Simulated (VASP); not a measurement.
Set up this calculation in VASP 6.6.1, as the native input.

```yaml
Task: relaxation of cell and atoms
Functional: PBEsol-based global hybrid
Potentials_or_basis: VASP PAW PBE potentials, release 64 (Sb)
Cutoff: 600 eV
k_mesh: 5 × 5 × 5
Occupations: fermi-dirac, width 0.05 eV
Spin: no spin polarisation
Dipole_correction: no
Grid_for_exact_exchange_PRECFOCK: Normal
Share_of_exact_exchange: 0.25
Further_INCAR_settings: ALGO = Normal; EDIFF = 1e-06; IBRION = 2; EDIFFG = -0.01; NSW = 60; ISIF = 3
```

The system is Sb.

```xyz
1
Lattice="-1.8713 1.8713 1.8713 1.8713 -1.8713 1.8713 1.8713 1.8713 -1.8713" Properties=species:S:1:pos:R:3 pbc="T T T"
Sb    0.0000    0.0000    0.0000
```

The input as run:

POSCAR

```
Sb
1.0
   -1.8713408863      1.8713408863      1.8713408863
    1.8713408863     -1.8713408863      1.8713408863
    1.8713408863      1.8713408863     -1.8713408863
Sb
1
Direct
    0.0000000000      0.0000000000      0.0000000000
```

INCAR.step1

```
PREC = Accurate
ENCUT = 600
EDIFF = 1E-5
ISMEAR = -1
SIGMA = 0.05
LREAL = F
LASPH = T
NELM = 80
ALGO = Normal
LWAVE = T
LCHARG = F
GGA = PE
NBANDS = 8
```

INCAR.step2

```
PREC = Accurate
ENCUT = 600
EDIFF = 1E-6
ISMEAR = -1
SIGMA = 0.05
LREAL = F
LASPH = T
NELM = 80
ALGO = Normal
ISIF = 3
LWAVE = F
LCHARG = F
GGA = PS
LHFCALC = T
AEXX = 0.25
PRECFOCK = Normal
IBRION = 2
NSW = 60
EDIFFG = -0.01
ISTART = 1
```

KPOINTS

```
regular mesh
0
Gamma
  5 5 5
```

Potentials or basis: VASP PAW PBE potentials, release 64 (Sb).

Command:

```bash
$ cat potpaw_PBE.64/Sb/POTCAR > POTCAR
$ cp INCAR.step1 INCAR
$ mpirun -np 1 vasp_std > vasp.out
$ cp INCAR.step2 INCAR
$ mpirun -np 1 vasp_std > vasp.out
```

It gave:

* Relaxed volume: 24.47 Å³/atom
* Relaxed cell: a = 3.168 Å, b = 3.168 Å, c = 3.168 Å, α = 109.47°, β = 109.47°, γ = 109.47°
* Space group after relaxing (to 0.05 Å): Im-3m (No. 229)
* Energy gained by relaxing: 30.9 meV/atom
* Ionic steps: 3
* Pressure after relaxing: 0.0 GPa

Caveat: the k points lie up to 0.49 Å⁻¹ apart in the final cell; the PAW data sets were made with another functional, which shifts forces and pressure a little.

Run time: 7 min on 1 thread of Intel Xeon 8259CL, with other jobs on the host, peak memory 0.18 GiB.
